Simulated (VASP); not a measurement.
# PbO2: single point with PBE

The system is PbO2.

```xyz
6
Lattice="4.9827 0.0000 0.0000 0.0000 4.9827 0.0000 0.0000 0.0000 3.4080" Properties=species:S:1:pos:R:3 pbc="T T T"
Pb    0.0000    0.0000    0.0000
Pb    2.4914    2.4914    1.7040
O     1.5308    1.5308    0.0000
O     0.9606    4.0222    1.7040
O     3.4519    3.4519    0.0000
O     4.0222    0.9606    1.7040
```

| Quantity | Value |
| --- | --- |
| Program | VASP 6.6.1 |
| Task | single point |
| Functional | PBE |
| Potentials or basis | VASP PAW PBE potentials, release 64 (Pb_d, O) |
| Cutoff | 520 eV |
| k mesh | 6 × 6 × 8 |
| Occupations | fermi-dirac, width 0.02 eV |
| Spin | no spin polarisation |

```
Pressure               : 6.6 GPa
Largest force          : 0.031 eV/Å
Band gap on the k mesh : 0.10 eV (least direct gap 0.13 eV)
```

Forces in eV/Å, atoms in the order of the input:
```
Pb   0.000  0.000  0.000
Pb   0.000  0.000  0.000
O   -0.022 -0.022  0.000
O    0.022 -0.022  0.000
O    0.022  0.022  0.000
O   -0.022  0.022  0.000
```

Stress tensor (GPa, compression positive):
```
6.21 0.00 0.00
0.00 6.21 0.00
0.00 0.00 7.42
```

Levels at points of the mesh, in eV from the valence-band top:
| k point | band 23 | band 24 | band 25 | band 26 | band 27 | band 28 | band 29 | band 30 |
| --- | --- | --- | --- | --- | --- | --- | --- | --- |
| (0.00, 0.00, 0.00) | -0.58 | -0.58 | -0.58 | -0.58 | 0.10 | 4.30 | 5.92 | 5.92 |
| (0.50, 0.00, 0.00) | -0.62 | -0.62 | -0.36 | -0.36 | 2.47 | 2.47 | 6.53 | 6.53 |
| (0.50, 0.50, 0.00) | -0.64 | -0.64 | -0.46 | -0.46 | 2.88 | 2.88 | 6.80 | 6.80 |
| (0.00, 0.00, 0.50) | -1.10 | -1.10 | -0.76 | -0.76 | 3.79 | 3.79 | 8.95 | 8.95 |
| (0.50, 0.00, 0.50) | -0.76 | -0.76 | -0.18 | -0.18 | 4.10 | 4.10 | 7.39 | 7.39 |
| (0.50, 0.50, 0.50) | -0.65 | -0.65 | -0.50 | -0.50 | 2.86 | 2.86 | 8.39 | 8.39 |

Run time: 85 s on 1 thread of Intel(R) Xeon(R) 6975P-C (Granite Rapids), with other jobs on the host, peak memory 0.26 GiB.

Caveat: the cell stands under pressure; spin-orbit coupling is left out, which moves the levels of the heavy elements. A k mesh can miss the band edges.
